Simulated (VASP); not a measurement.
# MgO (Cm) in VASP: single point with PBE

Aim: the single point of MgO with PBE.

Program: VASP 6.6.1. These are calculated values, not measurements. Logs are shortened: lines on timing, memory, paths and dates and some standing lists are left out, and cuts for length are marked.

## Step 1: The cell of the first run

It takes space group Cm (No. 8, monoclinic). Conventional cell: a = 6.393 Å, b = 3.295 Å, c = 4.227 Å, α = 90.00°, β = 91.53°, γ = 90.00°. Mg (site symmetry m) has 5 O at 1.98 to 2.27 Å and 1 Mg at 2.54 Å within 2.6 Å. Within 2.7 Å of Mg (site symmetry m) lie 5 O at 2.01 to 2.24 Å and 1 Mg at 2.54 Å. O (site symmetry m) has 5 Mg at 1.98 to 2.27 Å within 2.6 Å. Within 2.7 Å of O (site symmetry m) lie 5 Mg at 2.01 to 2.24 Å.

## Step 2: Single point, PBE (strained and its atoms moved)

File INCAR:

```
SYSTEM = MgO
ALGO = Normal ; EDIFF = 1E-6
ENCUT = 520 ; GGA = PE
ISIF = 2 ; ISMEAR = 0
LASPH = .TRUE. ; LCHARG = .FALSE.
LREAL = .FALSE. ; LWAVE = .FALSE.
NBANDS = 16 ; NELM = 80
PREC = Accurate ; SIGMA = 0.02
```

File KPOINTS:

```
k-points
0
G
  9 9 6
  0 0 0
```

File POSCAR:

```
MgO
1.0
    3.2950454456      0.0000000000      0.0000000000
   -1.6475227228      3.1961317168      0.0416964197
    0.0000000000      0.0576987492      4.2268407414
Mg O
2 2
Direct
    0.6406960203      0.2813920306      0.7845883393
    0.3589253642      0.7178507385      0.2186637134
    0.6736483324      0.3472966549      0.2494281904
    0.3267302830      0.6534605761      0.7473197569
```

Potentials or basis: VASP PAW PBE potentials, release 64 (Mg, O).

Command:

```console
> cat potpaw_PBE.64/Mg/POTCAR potpaw_PBE.64/O/POTCAR > POTCAR
> mpirun -np 1 vasp_std > vasp.out
```

OUTCAR:

```text
SYSTEM = MgO
   EDIFF = 1E-6
   ENCUT = 520
   GGA = PE
   ISIF = 2
   ISMEAR = 0
   LASPH = .TRUE.
   LREAL = .FALSE.
   NELM = 80
   PREC = Accurate

 ion  position               nearest neighbor table
   1  0.641  0.281  0.785-   3 1.98   4 2.02   4 2.04   4 2.04   3 2.27   2 2.54   2 2.86   2 2.86
                             2 3.03   2 3.19   2 3.19
   2  0.359  0.718  0.219-   4 2.01   3 2.02   3 2.03   3 2.03   4 2.24   1 2.54   1 2.86   1 2.86
                             1 3.03   1 3.19   1 3.19
   3  0.674  0.347  0.249-   1 1.98   2 2.02   2 2.03   2 2.03   1 2.27
   4  0.327  0.653  0.747-   2 2.01   1 2.02   1 2.04   1 2.04   2 2.24

  LATTYP: Found a base centered monoclinic cell.
 ALAT       =     6.3928073778
 B/A-ratio  =     0.5154301156
 C/A-ratio  =     0.6612485381
 COS(beta)  =    -0.0266917047

  Lattice vectors:

 A1 = (  -1.6475227228,  -3.1961317168,  -0.0416964197)
 A2 = (   1.6475227228,  -3.1961317168,  -0.0416964197)
 A3 = (   0.0000000000,   0.0576987492,   4.2268407414)

Analysis of symmetry for initial positions (statically):
=====================================================================
 Subroutine PRICEL returns:
 Original cell was already a primitive cell.

 Routine SETGRP: Setting up the symmetry group for a
 base centered monoclinic supercell.

 Subroutine GETGRP returns: Found  2 space group operations
 (whereof  2 operations were pure point group operations)
 out of a pool of  4 trial point group operations.

The static configuration has the point symmetry C_1h.

Analysis of symmetry for dynamics (positions and initial velocities):
=====================================================================
 Subroutine PRICEL returns:
 Original cell was already a primitive cell.

 Routine SETGRP: Setting up the symmetry group for a
 base centered monoclinic supercell.

 Subroutine GETGRP returns: Found  2 space group operations
 (whereof  2 operations were pure point group operations)
 out of a pool of  4 trial point group operations.

The dynamic configuration has the point symmetry C_1h.

 Subroutine INISYM returns: Found  2 space group operations
 (whereof  2 operations are pure point group operations),
 and found     1 'primitive' translations

----------------------------------------------------------------------------------------

                                     Primitive cell

  volume of cell :      44.5066

  direct lattice vectors                    reciprocal lattice vectors
     3.295045446  0.000000000  0.000000000     0.303485951  0.156466974 -0.002135862
    -1.647522723  3.196131717  0.041696420     0.000000000  0.312933948 -0.004271724
     0.000000000  0.057698749  4.226840741     0.000000000 -0.003086992  0.236625455

  length of vectors
     3.295045446  3.596015526  4.227234533     0.341453069  0.312963102  0.236645591

  position of ions in fractional coordinates (direct lattice)
     0.640696020  0.281392031  0.784588339
     0.358925364  0.717850738  0.218663713
     0.673648332  0.347296655  0.249428190
     0.326730283  0.653460576  0.747319757

  ion indices of the primitive-cell ions
   primitive index   ion index
                 1           1
                 2           2
                 3           3
                 4           4

----------------------------------------------------------------------------------------

 KPOINTS: k-points

Automatic generation of k-mesh.
 Grid dimensions read from file:
 generate k-points for:    9    9    6

 Generating k-lattice:

  Cartesian coordinates                     Fractional coordinates (reciprocal lattice)
     0.033720661  0.017385219 -0.000237318     0.111111111  0.000000000  0.000000000
     0.000000000  0.034770439 -0.000474636     0.000000000  0.111111111  0.000000000
     0.000000000 -0.000514499  0.039437576     0.000000000 -0.000000000  0.166666667

  Length of vectors
     0.037939230  0.034773678  0.039440932

  Shift w.r.t. Gamma in fractional coordinates (k-lattice)
     0.000000000  0.000000000  0.000000000

 Subroutine IBZKPT returns following result:
 ===========================================

 Found    140 irreducible k-points:

 Following reciprocal coordinates:
            Coordinates               Weight
  0.000000  0.000000  0.000000      1.000000
  0.111111 -0.000000  0.000000      4.000000
  0.222222  0.000000  0.000000      4.000000
  0.333333  0.000000  0.000000      4.000000
  0.444444  0.000000  0.000000      4.000000
  0.000000  0.111111 -0.000000      2.000000
[... 16 lines left out ...]
  0.333333  0.333333  0.000000      2.000000
  0.000000  0.444444  0.000000      2.000000
 [... further k-points ...]
   k-points           NKPTS =    140   k-points in BZ     NKDIM =    140   number of bands    NBANDS=     16
   number of dos      NEDOS =    301   number of ions     NIONS =      4
   total plane-waves  NPLWV =  25088
   dimension x,y,z NGX =    28 NGY =   28 NGZ =   32
   dimension x,y,z NGXF=    56 NGYF=   56 NGZF=   64
   ions per type =               2   2
   NGX,Y,Z   is equivalent  to a cutoff of  14.13, 12.94, 12.58 a.u.
   NGXF,Y,Z  is equivalent  to a cutoff of  28.25, 25.89, 25.17 a.u.
 SYSTEM =  MgO
   PREC   = accura    normal or accurate (medium, high low for compatibility)
   ISTART =      0    job   : 0-new  1-cont  2-samecut
   ICHARG =      2    charge: 1-file 2-atom 10-const
   ISPIN  =      1    spin polarized calculation?
   LNONCOLLINEAR =      F non collinear calculations
   LSORBIT =      F    spin-orbit coupling
   LASPH  =      T    aspherical Exc in radial PAW
   ENCUT  =  520.0 eV  38.22 Ry    6.18 a.u.   6.13  6.69  7.86*2*pi/ulx,y,z
   NELM   =     80;   NELMIN=  2; NELMDL= -5     # of ELM steps
   EDIFF  = 0.1E-05   stopping-criterion for ELM
   LREAL  =      F    real-space projection
   EDIFFG = 0.1E-04   stopping-criterion for IOM
   NSW    =      0    number of steps for IOM
   IBRION =     -1    ionic relax: 0-MD 1-quasi-New 2-CG
   NFREE  =      0    steps in history (QN), initial steepest desc. (CG)
   ISIF   =      2    stress and relaxation
   ISYM   =      2    0-nonsym 1-usesym 2-fastsym
   POTIM  = 0.5000    time-step for ionic-motion
   TEBEG  =    0.0;   TEEND  =   0.0 temperature during run
   PSTRESS=    0.0 pullay stress
   NELECT =      16.0000    total number of electrons
   NUPDOWN=      -1.0000    fix difference up-down
   EMIN   =  10.00;   EMAX   =-10.00  energy-range for DOS
   EFERMI =   0.00;   METHOD = LEGACY
   ISMEAR =     0;   SIGMA  =   0.02  broadening in eV -4-tet -1-fermi 0-gaus
   EFERMI_NEDOS =   21; number of points for ismear=-14 and -15
   IALGO  =     38    algorithm
   IMIX   =      4    mixing-type and parameters
     AMIX     =   0.40;   BMIX     =  1.00
     AMIX_MAG =   1.60;   BMIX_MAG =  1.00
  volume/ion in A,a.u.               =      11.13        75.09
  Fermi-wavevector in a.u.,A,eV,Ry     =   1.164054  2.199744 18.436203  1.355023
  Thomas-Fermi vector in A             =   2.300597
   LORBIT       =      0    0 simple, 1 ext, 2 COOP (PROOUT), +10 PAW based schemes
   GGA     = PE    functional components
   LHFCALC =     F    Hartree Fock is set to
   AEXX    =    0.0000 exact exchange contribution
   IVDW    =     0    specifies the selected vdW correction
   LEPSILON=     F    determine dielectric tensor
   LRPA    =     F    only Hartree local field effects (RPA)
 non-spin polarized calculation
 Gauss-broadening in eV      SIGMA  =   0.02
  energy-cutoff  :      520.00
  volume of cell :       44.51
 maximum number of plane-waves:      1213
 NGX is ok and might be reduce to    28
   NGX = 13   NGY = 13   NGZ = 15

 number of electron      16.0000002 magnetization

 Free energy of the ion-electron system (eV)
  ---------------------------------------------------
  ext. energy  EPLUGINS =         0.00000000
  ---------------------------------------------------
  free energy    TOTEN  =       -23.11041365 eV

  energy without entropy =      -23.11041365  energy(sigma->0) =      -23.11041365

 E-fermi :   2.1836     XC(G=0): -10.0402

 val. band max:        2.0415871544   @ k =   0.0000   0.0000   0.0000
 cond. band min:       5.0802706465   @ k =   0.0000   0.0000   0.0000
 fundamental gap:      3.0386834921
 Fermi energy:         2.1835897730

 k-point     1 :       0.0000    0.0000    0.0000
  band No.  band energies     occupation
      1     -14.9118      2.00000
      2     -13.5437      2.00000
      3      -1.5994      2.00000
      4       0.0771      2.00000
      5       0.5649      2.00000
      6       0.8080      2.00000
[... 8 lines left out ...]
     15      17.0522      0.00000
     16      18.7495      0.00000

 k-point     2 :       0.1111   -0.0000    0.0000
  band No.  band energies     occupation
      1     -14.8461      2.00000
      2     -13.5511      2.00000
      3      -1.4942      2.00000
      4      -0.0103      2.00000
      5       0.2719      2.00000
      6       0.8466      2.00000
[... 8 lines left out ...]
     15      16.8429      0.00000
     16      17.8635      0.00000

 k-point     3 :       0.2222    0.0000    0.0000
  band No.  band energies     occupation
      1     -14.6647      2.00000
      2     -13.5830      2.00000
      3      -1.1924      2.00000
      4      -0.3706      2.00000
      5      -0.2007      2.00000
      6       0.5256      2.00000
[... 8 lines left out ...]
     15      16.1616      0.00000
     16      16.9309      0.00000
[... 362 lines left out ...]
 k-point    23 :       0.3333    0.3333    0.0000
  band No.  band energies     occupation
      1     -14.0547      2.00000
      2     -13.8710      2.00000
      3      -1.6620      2.00000
      4      -0.2788      2.00000
      5      -0.1530      2.00000
      6       0.0290      2.00000
[... 8 lines left out ...]
     15      16.2339      0.00000
     16      17.6305      0.00000

 k-point    24 :       0.0000    0.4444    0.0000
  band No.  band energies     occupation
      1     -14.3896      2.00000
      2     -13.6958      2.00000
      3      -1.7947      2.00000
      4      -0.6779      2.00000
      5      -0.1137      2.00000
      6       0.1987      2.00000
[... 8 lines left out ...]
     15      16.9867      0.00000
     16      17.2049      0.00000

 [... further k-points ...]

------------------------ aborting loop because EDIFF is reached ----------------------------------------

  FORCE on cell =-STRESS in cart. coord.  units (eV):
  Direction    XX          YY          ZZ          XY          YZ          ZX
  --------------------------------------------------------------------------------------
  -------------------------------------------------------------------------------------
  Total        1.8214177     -0.7265086      1.8170340      0.0000000     -1.4743225      0.0000000
  in kB       65.5685420    -26.1533143     65.4107355      0.0000000    -53.0735901      0.0000000
  external PRESSURE =      34.9419877 kB  Pullay stress =       0.0000000 kB

 VOLUME and BASIS-vectors are now :
 -----------------------------------------------------------------------------
  energy-cutoff  :      520.00
  volume of cell :       44.51
      direct lattice vectors                 reciprocal lattice vectors
     3.295045446  0.000000000  0.000000000     0.303485951  0.156466974 -0.002135862
    -1.647522723  3.196131717  0.041696420     0.000000000  0.312933948 -0.004271724
     0.000000000  0.057698749  4.226840741     0.000000000 -0.003086992  0.236625455

 POSITION                                       TOTAL-FORCE (eV/Angst)
 -----------------------------------------------------------------------------------
      1.64752      0.94464      3.32806        -0.000000      1.183771     -2.230070
     -0.00000      2.30696      0.95419        -0.000000     -1.157351      2.066199
      1.64752      1.12440      1.06877         0.000000     -0.637510      0.112803
     -0.00000      2.13167      3.18605         0.000000      0.611090      0.051067
 -----------------------------------------------------------------------------------
    total drift:                               -0.000000     -0.000269     -0.000078

  FREE ENERGIE OF THE ION-ELECTRON SYSTEM (eV)
  ---------------------------------------------------
  free  energy   TOTEN  =       -23.1104136523 eV

  energy  without entropy=      -23.1104136523  energy(sigma->0) =      -23.11041365
```

Wall time 1.9 min (1 thread of Intel Xeon 8259CL, shared host); peak memory 0.23 GiB.

What came out:

```yaml
Free_energy: -23.1104 eV
Pressure: 3.5 GPa
Largest_force: 2.525 eV/Å
Band_gap_on_the_k_mesh: 3.04 eV
```

Forces on the atoms (eV/Å):
```
Mg   0.000  1.184 -2.230
Mg   0.000 -1.157  2.066
O    0.000 -0.638  0.113
O    0.000  0.611  0.051
```

Levels at points of the mesh, in eV from the valence-band top:
| k point | band 5 | band 6 | band 7 | band 8 | band 9 | band 10 | band 11 | band 12 |
| --- | --- | --- | --- | --- | --- | --- | --- | --- |
| (0.00, 0.00, 0.00) | -1.48 | -1.23 | -0.49 | 0.00 | 3.04 | 9.05 | 11.31 | 12.07 |
| (0.00, 0.00, 0.50) | -1.57 | -1.54 | -1.08 | -0.93 | 5.58 | 6.44 | 12.03 | 12.22 |

Caveat: the cell differs from its parent crystal (strained and its atoms moved); the cell stands under pressure; forces of over 1 eV/Å act on the atoms, so gaps and moduli don't describe the material at rest.
